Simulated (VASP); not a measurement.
Runs of VASP 6.6.1 on GaP. Symmetry: F-43m, No. 216, cubic system. Conventional cell: a = 5.451 Å, b = 5.451 Å, c = 5.451 Å, α = 90.00°, β = 90.00°, γ = 90.00°. Ga (site symmetry -43m) has 4 P at 2.36 Å within 3.1 Å. Within 3.1 Å of P (site symmetry -43m) lie 4 Ga at 2.36 Å. 

```csv
level,share of exact exchange,screening parameter,gap on the mesh (eV),pressure (GPa)
PBE-based global hybrid with 15 % exact exchange,0.15,-,2.47,(a)
PBE-based screened hybrid with 25 % exact exchange,0.25,0.4 1/Å,2.00,1.6
B3LYP,0.2,-,2.94,4.1
PBE0,0.25,-,3.04,(b)
PBE-based global hybrid with 50 % exact exchange,0.5,-,4.51,(c)
```

Alike in all rows: task single point; potentials or basis VASP PAW PBE potentials, release 64 (Ga_d, P); no spin polarisation; cell as given; k mesh 4 × 4 × 4; cutoff (eV) 520; smearing gaussian 0.05 eV.

Q: Estimate the missing entries.

A: (a) 1.5; (b) 0.7; (c) -1.4.

Caveats: all runs use coarse meshes; the PAW data sets were made with another functional, which shifts forces and pressure a little.

A k mesh can miss the band edges, and the runs leave out spin-orbit coupling on Ga.
